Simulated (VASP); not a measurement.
# CdSe (gw) (F-43m) in VASP: further runs

Runs on CdSe (gw). Level: PBE. Tasks: single point.

Everything below comes from runs of VASP 6.6.1. Logs are shortened: lines on timing, memory, paths and dates and some standing lists are left out, and cuts for length are marked.

### 1 The cell of the first run

The structure is cubic, space group F-43m (No. 216). The conventional cell has a = 6.197 Å, b = 6.197 Å, c = 6.197 Å, α = 90.00°, β = 90.00°, γ = 90.00°. Cd (site symmetry -43m) has 4 Se at 2.68 Å within 3.5 Å. Within 3.5 Å of Se (site symmetry -43m) lie 4 Cd at 2.68 Å.

### 2 Single point, PBE

File INCAR:

```
SYSTEM = CdSe
  PREC = Accurate
  ENCUT = 500
  EDIFF = 1E-6
  ISMEAR = 0
  SIGMA = 0.01
  LREAL = .False.
  LASPH = .True.
  NELM = 120
  ALGO = Normal
  ISIF = 2
  LWAVE = .False.
  LCHARG = .False.
  GGA = PE
  NBANDS = 16
  GGA_COMPAT = .False.
```

File KPOINTS:

```
regular mesh
0
Gamma
  4 4 4
  0 0 0
```

File POSCAR:

```
CdSe
1.0
    0.0000000000      3.0984146614      3.0984146614
    3.0984146614      0.0000000000      3.0984146614
    3.0984146614      3.0984146614      0.0000000000
Cd Se
1 1
Direct
    0.0000000000      0.0000000000      0.0000000000
    0.7500000000      0.7500000000      0.7500000000
```

Potentials or basis: VASP PAW PBE potentials, release 64 (Cd, Se).

The run is started by

```sh
> cat potpaw_PBE.64/Cd/POTCAR potpaw_PBE.64/Se/POTCAR > POTCAR
> mpirun -np 1 vasp_std > vasp.out
```

OUTCAR:

```text
SYSTEM = CdSe
   PREC = Accurate
   ENCUT = 500
   EDIFF = 1E-6
   ISMEAR = 0
   LREAL = .False.
   LASPH = .True.
   NELM = 120
   ISIF = 2
   GGA = PE

 ion  position               nearest neighbor table
   1  0.000  0.000  0.000-   2 2.68   2 2.68   2 2.68   2 2.68
   2  0.750  0.750  0.750-   1 2.68   1 2.68   1 2.68   1 2.68

  LATTYP: Found a face centered cubic cell.
 ALAT       =     6.1968293228

  Lattice vectors:

 A1 = (   0.0000000000,   3.0984146614,   3.0984146614)
 A2 = (   3.0984146614,   0.0000000000,   3.0984146614)
 A3 = (   3.0984146614,   3.0984146614,   0.0000000000)

Analysis of symmetry for initial positions (statically):
=====================================================================
 Subroutine PRICEL returns:
 Original cell was already a primitive cell.

 Routine SETGRP: Setting up the symmetry group for a
 face centered cubic supercell.

 Subroutine GETGRP returns: Found 24 space group operations
 (whereof 24 operations were pure point group operations)
 out of a pool of 48 trial point group operations.

The static configuration has the point symmetry T_d .

Analysis of symmetry for dynamics (positions and initial velocities):
=====================================================================
 Subroutine PRICEL returns:
 Original cell was already a primitive cell.

 Routine SETGRP: Setting up the symmetry group for a
 face centered cubic supercell.

 Subroutine GETGRP returns: Found 24 space group operations
 (whereof 24 operations were pure point group operations)
 out of a pool of 48 trial point group operations.

The dynamic configuration has the point symmetry T_d .

 Subroutine INISYM returns: Found 24 space group operations
 (whereof 24 operations are pure point group operations),
 and found     1 'primitive' translations

----------------------------------------------------------------------------------------

                                     Primitive cell

  volume of cell :      59.4906

  direct lattice vectors                    reciprocal lattice vectors
     0.000000000  3.098414661  3.098414661    -0.161372849  0.161372849  0.161372849
     3.098414661  0.000000000  3.098414661     0.161372849 -0.161372849  0.161372849
     3.098414661  3.098414661  0.000000000     0.161372849  0.161372849 -0.161372849

  length of vectors
     4.381820036  4.381820036  4.381820036     0.279505973  0.279505973  0.279505973

  position of ions in fractional coordinates (direct lattice)
     0.000000000  0.000000000  0.000000000
     0.750000000  0.750000000  0.750000000

  ion indices of the primitive-cell ions
   primitive index   ion index
                 1           1
                 2           2

----------------------------------------------------------------------------------------

 KPOINTS: regular mesh

Automatic generation of k-mesh.
 Grid dimensions read from file:
 generate k-points for:    4    4    4

 Generating k-lattice:

  Cartesian coordinates                     Fractional coordinates (reciprocal lattice)
    -0.040343212  0.040343212  0.040343212     0.250000000  0.000000000  0.000000000
     0.040343212 -0.040343212  0.040343212     0.000000000  0.250000000  0.000000000
     0.040343212  0.040343212 -0.040343212     0.000000000  0.000000000  0.250000000

  Length of vectors
     0.069876493  0.069876493  0.069876493

  Shift w.r.t. Gamma in fractional coordinates (k-lattice)
     0.000000000  0.000000000  0.000000000

 Subroutine IBZKPT returns following result:
 ===========================================

 Found      8 irreducible k-points:

 Following reciprocal coordinates:
            Coordinates               Weight
  0.000000  0.000000  0.000000      1.000000
  0.250000  0.000000  0.000000      8.000000
  0.500000  0.000000  0.000000      4.000000
  0.250000  0.250000  0.000000      6.000000
  0.500000  0.250000  0.000000     24.000000
 -0.250000  0.250000  0.000000     12.000000
  0.500000  0.500000  0.000000      3.000000
 -0.250000  0.500000  0.250000      6.000000
   k-points           NKPTS =      8   k-points in BZ     NKDIM =      8   number of bands    NBANDS=     16
   number of dos      NEDOS =    301   number of ions     NIONS =      2
   total plane-waves  NPLWV =  32768
   dimension x,y,z NGX =    32 NGY =   32 NGZ =   32
   dimension x,y,z NGXF=    64 NGYF=   64 NGZF=   64
   ions per type =               1   1
   NGX,Y,Z   is equivalent  to a cutoff of  12.14, 12.14, 12.14 a.u.
   NGXF,Y,Z  is equivalent  to a cutoff of  24.28, 24.28, 24.28 a.u.
 SYSTEM =  CdSe
   PREC   = accura    normal or accurate (medium, high low for compatibility)
   ISTART =      0    job   : 0-new  1-cont  2-samecut
   ICHARG =      2    charge: 1-file 2-atom 10-const
   ISPIN  =      1    spin polarized calculation?
   LNONCOLLINEAR =      F non collinear calculations
   LSORBIT =      F    spin-orbit coupling
   LASPH  =      T    aspherical Exc in radial PAW
   ENCUT  =  500.0 eV  36.75 Ry    6.06 a.u.   7.99  7.99  7.99*2*pi/ulx,y,z
   NELM   =    120;   NELMIN=  2; NELMDL= -5     # of ELM steps
   EDIFF  = 0.1E-05   stopping-criterion for ELM
   LREAL  =      F    real-space projection
   EDIFFG = 0.1E-04   stopping-criterion for IOM
   NSW    =      0    number of steps for IOM
   IBRION =     -1    ionic relax: 0-MD 1-quasi-New 2-CG
   NFREE  =      0    steps in history (QN), initial steepest desc. (CG)
   ISIF   =      2    stress and relaxation
   ISYM   =      2    0-nonsym 1-usesym 2-fastsym
   POTIM  = 0.5000    time-step for ionic-motion
   TEBEG  =    0.0;   TEEND  =   0.0 temperature during run
   PSTRESS=    0.0 pullay stress
   NELECT =      18.0000    total number of electrons
   NUPDOWN=      -1.0000    fix difference up-down
   EMIN   =  10.00;   EMAX   =-10.00  energy-range for DOS
   EFERMI =   0.00;   METHOD = LEGACY
   ISMEAR =     0;   SIGMA  =   0.01  broadening in eV -4-tet -1-fermi 0-gaus
   EFERMI_NEDOS =   21; number of points for ismear=-14 and -15
   IALGO  =     38    algorithm
   IMIX   =      4    mixing-type and parameters
     AMIX     =   0.40;   BMIX     =  1.00
     AMIX_MAG =   1.60;   BMIX_MAG =  1.00
  volume/ion in A,a.u.               =      29.75       200.73
  Fermi-wavevector in a.u.,A,eV,Ry     =   1.099047  2.076897 16.434525  1.207904
  Thomas-Fermi vector in A             =   2.235435
   LORBIT       =      0    0 simple, 1 ext, 2 COOP (PROOUT), +10 PAW based schemes
   GGA     = PE    functional components
   LHFCALC =     F    Hartree Fock is set to
   AEXX    =    0.0000 exact exchange contribution
   IVDW    =     0    specifies the selected vdW correction
   LEPSILON=     F    determine dielectric tensor
   LRPA    =     F    only Hartree local field effects (RPA)
 non-spin polarized calculation
 Gauss-broadening in eV      SIGMA  =   0.01
  energy-cutoff  :      500.00
  volume of cell :       59.49
 maximum number of plane-waves:      1540
   NGX = 15   NGY = 15   NGZ = 15

 number of electron      18.0000007 magnetization

 Free energy of the ion-electron system (eV)
  ---------------------------------------------------
  ext. energy  EPLUGINS =         0.00000000
  ---------------------------------------------------
  free energy    TOTEN  =        -5.45397805 eV

  energy without entropy =       -5.45397805  energy(sigma->0) =       -5.45397805

 E-fermi :   0.6377     XC(G=0):  -8.6218

 val. band max:        0.5410190267   @ k =   0.0000   0.0000   0.0000
 cond. band min:       1.0176572635   @ k =   0.0000   0.0000   0.0000
 fundamental gap:      0.4766382369
 Fermi energy:         0.6376704136

 k-point     1 :       0.0000    0.0000    0.0000
  band No.  band energies     occupation
      1     -11.7484      2.00000
      2      -7.2508      2.00000
      3      -7.2508      2.00000
      4      -7.2508      2.00000
      5      -6.9361      2.00000
      6      -6.9361      2.00000
      7       0.5410      2.00000
      8       0.5410      2.00000
      9       0.5410      2.00000
     10       1.0177      0.00000
     11       6.4485      0.00000
     12       6.4485      0.00000
     13       6.4485      0.00000
     14      10.0870      0.00000
     15      11.4950      0.00000
     16      11.4950      0.00000

 k-point     2 :       0.2500    0.0000    0.0000
  band No.  band energies     occupation
      1     -11.5864      2.00000
      2      -7.2043      2.00000
      3      -7.2043      2.00000
      4      -7.0585      2.00000
      5      -6.9340      2.00000
      6      -6.9340      2.00000
      7      -1.9957      2.00000
      8       0.1793      2.00000
      9       0.1793      2.00000
     10       2.7186      0.00000
     11       6.4068      0.00000
     12       6.9373      0.00000
     13       6.9373      0.00000
     14      10.5300      0.00000
     15      10.5300      0.00000
     16      10.5662      0.00000

 k-point     3 :       0.5000    0.0000    0.0000
  band No.  band energies     occupation
      1     -11.4222      2.00000
      2      -7.1709      2.00000
      3      -7.1709      2.00000
      4      -6.9160      2.00000
      5      -6.9160      2.00000
      6      -6.6788      2.00000
      7      -3.5432      2.00000
      8      -0.1339      2.00000
      9      -0.1339      2.00000
     10       2.8436      0.00000
     11       6.9461      0.00000
     12       6.9461      0.00000
     13       7.7877      0.00000
     14      10.4225      0.00000
     15      12.4808      0.00000
     16      12.4808      0.00000

 k-point     4 :       0.2500    0.2500    0.0000
  band No.  band energies     occupation
      1     -11.5336      2.00000
      2      -7.1479      2.00000
      3      -7.1479      2.00000
      4      -7.1002      2.00000
      5      -6.9385      2.00000
      6      -6.9114      2.00000
      7      -1.9329      2.00000
      8      -0.3905      2.00000
      9      -0.3905      2.00000
     10       3.6867      0.00000
     11       4.7688      0.00000
     12       8.0479      0.00000
     13       8.0479      0.00000
     14       8.3698      0.00000
     15      12.0167      0.00000
     16      13.4174      0.00000

 k-point     5 :       0.5000    0.2500    0.0000
  band No.  band energies     occupation
      1     -11.3720      2.00000
      2      -7.1305      2.00000
      3      -7.0984      2.00000
      4      -6.9870      2.00000
      5      -6.9068      2.00000
      6      -6.6467      2.00000
      7      -3.1663      2.00000
      8      -1.2858      2.00000
      9      -0.6712      2.00000
     10       4.1581      0.00000
     11       5.6018      0.00000
     12       7.5715      0.00000
     13       8.3475      0.00000
     14      10.1752      0.00000
     15      12.7139      0.00000
     16      13.3110      0.00000

 k-point     6 :      -0.2500    0.2500    0.0000
  band No.  band energies     occupation
      1     -11.4251      2.00000
      2      -7.1478      2.00000
      3      -7.1449      2.00000
      4      -6.9447      2.00000
      5      -6.9432      2.00000
      6      -6.7457      2.00000
      7      -2.8686      2.00000
      8      -1.3337      2.00000
      9      -0.1562      2.00000
     10       4.1274      0.00000
     11       6.3942      0.00000
     12       6.7618      0.00000
     13       7.5764      0.00000
     14      10.1126      0.00000
     15      11.5544      0.00000
     16      13.3322      0.00000

 k-point     7 :       0.5000    0.5000    0.0000
  band No.  band energies     occupation
      1     -11.3195      2.00000
      2      -7.0802      2.00000
      3      -7.0308      2.00000
      4      -7.0308      2.00000
      5      -6.8866      2.00000
      6      -6.6201      2.00000
      7      -3.3047      2.00000
      8      -1.1336      2.00000
      9      -1.1336      2.00000
     10       3.7600      0.00000
     11       4.2184      0.00000
     12       9.4002      0.00000
     13      10.4111      0.00000
     14      10.4111      0.00000
     15      12.8336      0.00000
     16      13.5336      0.00000

 k-point     8 :      -0.2500    0.5000    0.2500
  band No.  band energies     occupation
      1     -11.3202      2.00000
      2      -7.0899      2.00000
      3      -7.0892      2.00000
      4      -6.9644      2.00000
      5      -6.9302      2.00000
      6      -6.5183      2.00000
      7      -3.2012      2.00000
      8      -1.4993      2.00000
      9      -1.4467      2.00000
     10       5.3242      0.00000
     11       5.7458      0.00000
     12       6.8869      0.00000
     13       8.1312      0.00000
     14      10.6768      0.00000
     15      12.9792      0.00000
     16      13.3465      0.00000

------------------------ aborting loop because EDIFF is reached ----------------------------------------

  FORCE on cell =-STRESS in cart. coord.  units (eV):
  Direction    XX          YY          ZZ          XY          YZ          ZX
  --------------------------------------------------------------------------------------
  -------------------------------------------------------------------------------------
  Total        0.1434217      0.1434217      0.1434217     -0.0000000      0.0000000     -0.0000000
  in kB        3.8625732      3.8625732      3.8625732     -0.0000000      0.0000000     -0.0000000
  external PRESSURE =       3.8625732 kB  Pullay stress =       0.0000000 kB

 VOLUME and BASIS-vectors are now :
 -----------------------------------------------------------------------------
  energy-cutoff  :      500.00
  volume of cell :       59.49
      direct lattice vectors                 reciprocal lattice vectors
     0.000000000  3.098414661  3.098414661    -0.161372849  0.161372849  0.161372849
     3.098414661  0.000000000  3.098414661     0.161372849 -0.161372849  0.161372849
     3.098414661  3.098414661  0.000000000     0.161372849  0.161372849 -0.161372849

 POSITION                                       TOTAL-FORCE (eV/Angst)
 -----------------------------------------------------------------------------------
      0.00000      0.00000      0.00000        -0.000000     -0.000000      0.000000
      4.64762      4.64762      4.64762         0.000000      0.000000     -0.000000
 -----------------------------------------------------------------------------------
    total drift:                               -0.000000     -0.000000     -0.000000

  FREE ENERGIE OF THE ION-ELECTRON SYSTEM (eV)
  ---------------------------------------------------
  free  energy   TOTEN  =        -5.4539780485 eV

  energy  without entropy=       -5.4539780485  energy(sigma->0) =       -5.45397805
```

Wall time 6.7 s (1 thread of Intel Xeon Platinum 8488C (Sapphire Rapids), shared host); peak memory 0.17 GiB.

What came out:

- Free energy: -5.4540 eV
- Pressure: 0.4 GPa
- Band gap on the k mesh: 0.48 eV, direct

Levels at points of the mesh, in eV from the valence-band top:
| k point | band 7 | band 8 | band 9 | band 10 | band 11 | band 12 |
| --- | --- | --- | --- | --- | --- | --- |
| (0.00, 0.00, 0.00) | 0.00 | 0.00 | 0.00 | 0.48 | 5.91 | 5.91 |
| (0.50, 0.00, 0.00) | -4.08 | -0.67 | -0.67 | 2.30 | 6.41 | 6.41 |
| (0.50, 0.50, 0.00) | -3.85 | -1.67 | -1.67 | 3.22 | 3.68 | 8.86 |

Caveat: the k points lie up to 0.44 Å⁻¹ apart. A hybrid or GW would open this gap; PBE tends to underestimate it.

### 3 Single point, PBE

File INCAR:

```
PREC = Accurate ; ENCUT = 500
EDIFF = 1E-6 ; ISMEAR = 0
SIGMA = 0.01 ; LREAL = F
LASPH = T ; NELM = 120
ALGO = Normal ; ISIF = 2
LWAVE = F ; LCHARG = F
GGA = PE ; NBANDS = 16
GGA_COMPAT = F
```

File KPOINTS:

```
regular mesh
0
Gamma
  4 4 4
```

POSCAR is that of step 2.

Potentials or basis: VASP PAW PBE potentials, release 64 (Cd, Se).

The run is started by

```sh
> cat potpaw_PBE.64/Cd/POTCAR potpaw_PBE.64/Se/POTCAR > POTCAR
> mpirun -np 1 vasp_std > vasp.out
```

Run time: 7.9 s. Hardware: 1 thread of Intel Xeon Platinum 8488C (Sapphire Rapids), shared host; peak memory 0.17 GiB.

Results (log left out):

```
Free energy            : -5.4540 eV
Pressure               : 0.4 GPa
Band gap on the k mesh : 0.48 eV, direct
```

Levels at points of the mesh, in eV from the valence-band top:
```csv
k point,band 5,band 6,band 7,band 8,band 9,band 10,band 11,band 12,band 13,band 14
"(0.00, 0.00, 0.00)",-7.48,-7.48,0.00,0.00,0.00,0.48,5.91,5.91,5.91,9.55
"(0.50, 0.00, 0.00)",-7.46,-7.22,-4.08,-0.67,-0.67,2.30,6.41,6.41,7.25,9.88
"(0.50, 0.50, 0.00)",-7.43,-7.16,-3.85,-1.67,-1.67,3.22,3.68,8.86,9.87,9.87
```

Caveat: the k points lie up to 0.44 Å⁻¹ apart.
